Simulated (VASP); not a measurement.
# SiNi3 (Pm-3m) in VASP: further runs, part 2 of 2

VASP 6.6.1.

### Step 4. Single point, PBE, collinear spin, ferromagnetic start (11.64 Å³/atom)

This run uses another cell than the first one, of 11.64 Å³/atom.

Contents of INCAR:

```
SYSTEM = SiNi3
PREC = Accurate ; ENCUT = 520
EDIFF = 1E-6 ; ISMEAR = -1
SIGMA = 0.05 ; LREAL = .FALSE.
LASPH = .TRUE. ; NELM = 150
ALGO = Normal ; ISIF = 2
LWAVE = .FALSE. ; LCHARG = .FALSE.
ISPIN = 2 ; MAGMOM = 0 1.5 1.5 1.5
LORBIT = 11 ; LMAXMIX = 4
GGA = PE ; NBANDS = 29
```

Contents of KPOINTS:

```
Automatic mesh
0
G
  13 13 13
  0 0 0
```

Contents of POSCAR:

```
SiNi3
1.0
    3.5978303589      0.0000000000      0.0000000000
    0.0000000000      3.5978303589      0.0000000000
    0.0000000000      0.0000000000      3.5978303589
Si Ni
1 3
Direct
    0.0000000000      0.0000000000      0.0000000000
    0.0000000000      0.5000000000      0.5000000000
    0.5000000000      0.0000000000      0.5000000000
    0.5000000000      0.5000000000      0.0000000000
```

Potentials or basis: VASP PAW PBE potentials, release 64 (Si, Ni).

On the command line:

```sh
cat potpaw_PBE.64/Si/POTCAR potpaw_PBE.64/Ni/POTCAR > POTCAR
mpirun -np 1 vasp_std > vasp.out
```

OUTCAR:

```text
SYSTEM = SiNi3
   PREC = Accurate
   ENCUT = 520
   EDIFF = 1E-6
   ISMEAR = -1
   LREAL = .FALSE.
   LASPH = .TRUE.
   NELM = 150
   ISIF = 2
   ISPIN = 2
   LORBIT = 11
   GGA = PE

 ion  position               nearest neighbor table
   1  0.000  0.000  0.000-   2 2.54   3 2.54   4 2.54   2 2.54   3 2.54   2 2.54   4 2.54   2 2.54
                             3 2.54   4 2.54   3 2.54   4 2.54
   2  0.000  0.500  0.500-   1 2.54   3 2.54   4 2.54   1 2.54   4 2.54   1 2.54   3 2.54   1 2.54
                             3 2.54   4 2.54   4 2.54   3 2.54
   3  0.500  0.000  0.500-   1 2.54   2 2.54   4 2.54   1 2.54   4 2.54   2 2.54   4 2.54   4 2.54
                             1 2.54   2 2.54   1 2.54   2 2.54
   4  0.500  0.500  0.000-   1 2.54   2 2.54   3 2.54   2 2.54   3 2.54   1 2.54   3 2.54   3 2.54
                             1 2.54   2 2.54   2 2.54   1 2.54

  LATTYP: Found a simple cubic cell.
 ALAT       =     3.5978303589

  Lattice vectors:

 A1 = (   3.5978303589,   0.0000000000,   0.0000000000)
 A2 = (   0.0000000000,   3.5978303589,   0.0000000000)
 A3 = (   0.0000000000,   0.0000000000,   3.5978303589)

Analysis of symmetry for initial positions (statically):
=====================================================================
 Subroutine PRICEL returns:
 Original cell was already a primitive cell.

 Routine SETGRP: Setting up the symmetry group for a
 simple cubic supercell.

 Subroutine GETGRP returns: Found 48 space group operations
 (whereof 48 operations were pure point group operations)
 out of a pool of 48 trial point group operations.

The static configuration has the point symmetry O_h .

Analysis of symmetry for dynamics (positions and initial velocities):
=====================================================================
 Subroutine PRICEL returns:
 Original cell was already a primitive cell.

 Routine SETGRP: Setting up the symmetry group for a
 simple cubic supercell.

 Subroutine GETGRP returns: Found 48 space group operations
 (whereof 48 operations were pure point group operations)
 out of a pool of 48 trial point group operations.

The dynamic configuration has the point symmetry O_h .

Analysis of structural, dynamic, and magnetic symmetry:
[... 169 lines left out ...]
 fundamental gap:      0.0208186308
 Fermi energy:         9.5449005807

 spin component 1

 k-point     1 :       0.0000    0.0000    0.0000
  band No.  band energies     occupation
      1      -1.7926      1.00000
      2       5.1339      1.00000
      3       5.9289      1.00000
      4       5.9289      1.00000
      5       6.3936      1.00000
      6       6.3936      1.00000
[... 757 lines left out ...]
     28      22.4010      0.00000
     29      23.0993      0.00000

 [... further k-points ...]

 spin component 2

 k-point     1 :       0.0000    0.0000    0.0000
  band No.  band energies     occupation
      1      -1.7925      1.00000
      2       5.1339      1.00000
      3       5.9290      1.00000
      4       5.9290      1.00000
      5       6.3936      1.00000
      6       6.3936      1.00000
[... 757 lines left out ...]
     28      22.4011      0.00000
     29      23.0993      0.00000

 [... further k-points ...]

------------------------ aborting loop because EDIFF is reached ----------------------------------------

  FORCE on cell =-STRESS in cart. coord.  units (eV):
  Direction    XX          YY          ZZ          XY          YZ          ZX
  --------------------------------------------------------------------------------------
  -------------------------------------------------------------------------------------
  Total       -3.9400662     -3.9400662     -3.9400662      0.0000000      0.0000000     -0.0000000
  in kB     -135.5476711   -135.5476711   -135.5476711      0.0000000      0.0000000     -0.0000000
  external PRESSURE =    -135.5476711 kB  Pullay stress =       0.0000000 kB

 VOLUME and BASIS-vectors are now :
 -----------------------------------------------------------------------------
  energy-cutoff  :      520.00
  volume of cell :       46.57
      direct lattice vectors                 reciprocal lattice vectors
     3.597830359  0.000000000  0.000000000     0.277945289  0.000000000  0.000000000
     0.000000000  3.597830359  0.000000000     0.000000000  0.277945289  0.000000000
     0.000000000  0.000000000  3.597830359     0.000000000  0.000000000  0.277945289

 POSITION                                       TOTAL-FORCE (eV/Angst)
 -----------------------------------------------------------------------------------
      0.00000      0.00000      0.00000         0.000000      0.000000      0.000000
      0.00000      1.79892      1.79892         0.000000      0.000000      0.000000
      1.79892      0.00000      1.79892         0.000000      0.000000      0.000000
      1.79892      1.79892      0.00000         0.000000      0.000000      0.000000
 -----------------------------------------------------------------------------------
    total drift:                                0.000000      0.000000      0.000000

  FREE ENERGIE OF THE ION-ELECTRON SYSTEM (eV)
  ---------------------------------------------------
  free  energy   TOTEN  =       -23.5314331678 eV

  energy  without entropy=      -23.5132163768  energy(sigma->0) =      -23.52232477

 total charge

# of ion       s       p       d       tot
------------------------------------------
    1        0.731   0.778   0.000   1.510
    2        0.451   0.494   8.373   9.318
    3        0.451   0.494   8.373   9.318
    4        0.451   0.494   8.373   9.318
--------------------------------------------------
tot          2.085   2.260  25.119  29.463

 magnetization (x)

# of ion       s       p       d       tot
------------------------------------------
    1        0.000   0.000   0.000   0.000
    2       -0.000  -0.000   0.000   0.000
    3       -0.000  -0.000   0.000   0.000
    4       -0.000  -0.000   0.000   0.000
--------------------------------------------------
tot         -0.000  -0.000   0.000   0.000
```

stdout:

```text
POSCAR found type information on POSCAR SiNi
 POSCAR found :  2 types and       4 ions
 scaLAPACK will be used
 LDA part: xc-table for (Slater+PW92), standard interpolation
 POSCAR, INCAR and KPOINTS ok, starting setup
 FFT: planning ... GRIDC
 FFT: planning ... GRID_SOFT
 FFT: planning ... GRID
 WAVECAR not read
 entering main loop
```

Wall time 80 s (1 thread of Intel Xeon 6975P-C (Granite Rapids), shared host); peak memory 0.28 GiB.

Results:

* Free energy: -23.5314 eV
* Pressure: -13.6 GPa
* Band gap on the k mesh: zero (filled and empty bands overlap)
* Net moment: 0.00 μB per cell
* Valence electrons inside the program's atomic spheres: Si 1.51; Ni 9.32

Caveat: the cell stands under tension; the moments typed at the start vanished in this run.

### Step 5. Single point, PBE, collinear spin, ferromagnetic start (11.87 Å³/atom)

This run uses another cell than the first one, of 11.87 Å³/atom.

Contents of INCAR:

```
  PREC = Accurate
  ENCUT = 520
  EDIFF = 1E-6
  ISMEAR = -1
  SIGMA = 0.05
  LREAL = False
  LASPH = True
  NELM = 150
  ALGO = Normal
  ISIF = 2
  LWAVE = False
  LCHARG = False
  ISPIN = 2
  MAGMOM = 0 1.5 1.5 1.5
  LORBIT = 11
  LMAXMIX = 4
  GGA = PE
  NBANDS = 29
```

Contents of KPOINTS:

```
regular mesh
0
Gamma
  13 13 13
```

Contents of POSCAR:

```
SiNi3
1.0
    3.6207470937      0.0000000000      0.0000000000
    0.0000000000      3.6207470937      0.0000000000
    0.0000000000      0.0000000000      3.6207470937
Si Ni
1 3
Direct
    0.0000000000      0.0000000000      0.0000000000
    0.0000000000      0.5000000000      0.5000000000
    0.5000000000      0.0000000000      0.5000000000
    0.5000000000      0.5000000000      0.0000000000
```

Potentials or basis: VASP PAW PBE potentials, release 64 (Si, Ni).

On the command line:

```sh
cat potpaw_PBE.64/Si/POTCAR potpaw_PBE.64/Ni/POTCAR > POTCAR
mpirun -np 1 vasp_std > vasp.out
```

OUTCAR:

```text
PREC = Accurate
   ENCUT = 520
   EDIFF = 1E-6
   ISMEAR = -1
   LREAL = False
   LASPH = True
   NELM = 150
   ISIF = 2
   ISPIN = 2
   LORBIT = 11
   GGA = PE

 ion  position               nearest neighbor table
   1  0.000  0.000  0.000-   2 2.56   3 2.56   4 2.56   2 2.56   3 2.56   2 2.56   4 2.56   2 2.56
                             3 2.56   4 2.56   3 2.56   4 2.56
   2  0.000  0.500  0.500-   1 2.56   3 2.56   4 2.56   1 2.56   4 2.56   1 2.56   3 2.56   1 2.56
                             3 2.56   4 2.56   4 2.56   3 2.56
   3  0.500  0.000  0.500-   1 2.56   2 2.56   4 2.56   1 2.56   4 2.56   2 2.56   4 2.56   4 2.56
                             1 2.56   2 2.56   1 2.56   2 2.56
   4  0.500  0.500  0.000-   1 2.56   2 2.56   3 2.56   2 2.56   3 2.56   1 2.56   3 2.56   3 2.56
                             1 2.56   2 2.56   2 2.56   1 2.56

  LATTYP: Found a simple cubic cell.
 ALAT       =     3.6207470937

  Lattice vectors:

 A1 = (   3.6207470937,   0.0000000000,   0.0000000000)
 A2 = (   0.0000000000,   3.6207470937,   0.0000000000)
[... 1750 lines left out ...]
  Direction    XX          YY          ZZ          XY          YZ          ZX
  --------------------------------------------------------------------------------------
  -------------------------------------------------------------------------------------
  Total       -4.7833797     -4.7833797     -4.7833797     -0.0000000     -0.0000000      0.0000000
  in kB     -161.4547645   -161.4547645   -161.4547645     -0.0000000     -0.0000000      0.0000000
  external PRESSURE =    -161.4547645 kB  Pullay stress =       0.0000000 kB

 VOLUME and BASIS-vectors are now :
 -----------------------------------------------------------------------------
  energy-cutoff  :      520.00
  volume of cell :       47.47
      direct lattice vectors                 reciprocal lattice vectors
     3.620747094  0.000000000  0.000000000     0.276186095  0.000000000  0.000000000
     0.000000000  3.620747094  0.000000000     0.000000000  0.276186095  0.000000000
     0.000000000  0.000000000  3.620747094     0.000000000  0.000000000  0.276186095

 POSITION                                       TOTAL-FORCE (eV/Angst)
 -----------------------------------------------------------------------------------
      0.00000      0.00000      0.00000         0.000000      0.000000      0.000000
      0.00000      1.81037      1.81037         0.000000      0.000000      0.000000
      1.81037      0.00000      1.81037         0.000000      0.000000      0.000000
      1.81037      1.81037      0.00000         0.000000      0.000000      0.000000
 -----------------------------------------------------------------------------------
    total drift:                                0.000000      0.000000      0.000000

  FREE ENERGIE OF THE ION-ELECTRON SYSTEM (eV)
  ---------------------------------------------------
  free  energy   TOTEN  =       -23.4482326317 eV

  energy  without entropy=      -23.4296642131  energy(sigma->0) =      -23.43894842

 total charge

# of ion       s       p       d       tot
------------------------------------------
    1        0.732   0.768   0.000   1.501
    2        0.443   0.477   8.365   9.285
    3        0.443   0.477   8.365   9.285
    4        0.443   0.477   8.365   9.285
--------------------------------------------------
tot          2.063   2.198  25.096  29.356

 magnetization (x)

# of ion       s       p       d       tot
------------------------------------------
    1        0.000   0.000   0.000   0.000
    2        0.000   0.000  -0.000  -0.000
    3        0.000   0.000  -0.000  -0.000
    4        0.000   0.000  -0.000  -0.000
--------------------------------------------------
tot          0.000   0.000  -0.000  -0.000
```

OSZICAR:

```text
N       E                     dE             d eps       ncg     rms          rms(c)
DAV:   1     0.205509795240E+03    0.20551E+03   -0.14675E+04  9864   0.150E+03
DAV:   2    -0.127881245706E+02   -0.21830E+03   -0.20294E+03  9749   0.297E+02
DAV:   3    -0.263065020416E+02   -0.13518E+02   -0.12644E+02 11058   0.897E+01
DAV:   4    -0.265534534219E+02   -0.24695E+00   -0.24637E+00 10898   0.116E+01
DAV:   5    -0.265604180561E+02   -0.69646E-02   -0.69640E-02 11872   0.173E+00    0.195E+01
DAV:   6    -0.280244703661E+02   -0.14641E+01   -0.29230E+01 11702   0.942E+01    0.218E+01
DAV:   7    -0.234516957101E+02    0.45728E+01   -0.11059E+01 12015   0.537E+01    0.365E+00
DAV:   8    -0.234595119505E+02   -0.78162E-02   -0.31244E-01 11944   0.432E+00    0.151E+00
DAV:   9    -0.234510235391E+02    0.84884E-02   -0.20222E-02 13527   0.148E+00    0.681E-01
DAV:  10    -0.234488750294E+02    0.21485E-02   -0.18371E-03 13214   0.461E-01    0.300E-01
DAV:  11    -0.234481657005E+02    0.70933E-03   -0.23280E-04 13762   0.213E-01    0.135E-01
DAV:  12    -0.234482182227E+02   -0.52522E-04   -0.10991E-04 12807   0.146E-01    0.502E-02
DAV:  13    -0.234482355391E+02   -0.17316E-04   -0.26334E-05 13175   0.632E-02    0.286E-02
DAV:  14    -0.234482316907E+02    0.38484E-05   -0.86864E-06 12695   0.504E-02    0.543E-03
DAV:  15    -0.234482326317E+02   -0.94094E-06   -0.27469E-06  9233   0.183E-02
   1 F= -.23448233E+02 E0= -.23438948E+02  d E =-.185684E-01  mag=    -0.0000
```

Wall time 4.2 min (1 thread of Oxide Virtual Turin-like, shared host); peak memory 0.25 GiB.

What came out:

- Free energy: -23.4482 eV
- Pressure: -16.1 GPa
- Band gap on the k mesh: zero (filled and empty bands overlap)
- Net moment: 0.00 μB per cell
- Valence electrons inside the program's atomic spheres: Si 1.50; Ni 9.29

Caveat: the cell stands under tension; the moments typed at the start vanished in this run.

The gap in the log of VASP goes by the Fermi energy; the results here count the filled bands.